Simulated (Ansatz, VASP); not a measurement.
**Two plane-wave programs on Ru**

File INCAR:

```
ALGO = Normal
EDIFF = 1E-6
ENCUT = 500
GGA = PE
GGA_COMPAT = F
ISIF = 2
ISMEAR = 0
LASPH = T
LCHARG = F
LREAL = F
LWAVE = F
NBANDS = 21
NELM = 120
PREC = Accurate
SIGMA = 0.15
```

KPOINTS

```
k-points
0
Gamma
  24 24 12
```

File POSCAR:

```
Ru
1.0
    2.7463863242      0.0000000000      0.0000000000
   -1.3731931621      2.3784403254      0.0000000000
    0.0000000000      0.0000000000      4.3461285000
Ru
2
Direct
    0.3333333333      0.6666666667      0.2500000000
    0.6666666667      0.3333333333      0.7500000000
```

Input for Ansatz:

```yaml
crystal:
  lattice:
    - [2.7463863242, 0.0, 0.0]
    - [-1.3731931621, 2.3784403254, 0.0]
    - [0.0, 0.0, 4.3461285]
  atoms:
    - { symbol: Ru, position: [0.3333333333, 0.6666666667, 0.25] }
    - { symbol: Ru, position: [0.6666666667, 0.3333333333, 0.75] }
basis:
  ecutwfc: 420
kpoints:
  mp_grid: { grid: [24, 24, 12] }
hamiltonian:
  xc: pbe
scf:
  occupations: { method: gaussian, width: 0.15 }
output:
  forces: true
  stress: true
  eigenvalues: true
  write_density: true
  write_potential: true
  elf: true
  volumetric_format: npy
```

Change from the starting cell: strain +0.015 along x and y, +0.015 along z, atoms carried along.

Alike in both runs: task single point; functional PBE; k mesh 24 × 24 × 12; occupations gaussian, width 0.15 eV; no spin polarisation.

```csv
,VASP,Ansatz
version,VASP 6.6.1,Ansatz 0.2.0
potentials or method,"VASP PAW PBE potentials, release 64 (Ru_pv), cutoff 500 eV","scalar-relativistic, plane waves, PAW"
valence electrons in the cell,28,32
```

|  | VASP | Ansatz | Ansatz less VASP |
| --- | --- | --- | --- |
| gap on the k mesh at the Fermi level (eV) | none | none | - |
| pressure (GPa) | -8.9 | -8.9 | +0.09 |
| traceless stress, the component that is largest in VASP (GPa) | -1.31 | -1.31 | -0.007 |

A gap of «none» marks a metal or a gap that the smearing closes. The functional is the same, so the differences come from potentials, cutoffs and numerics. VASP's potentials hold 28 valence electrons a cell and Ansatz's 32, so a difference there can come from the potentials and not from the codes.
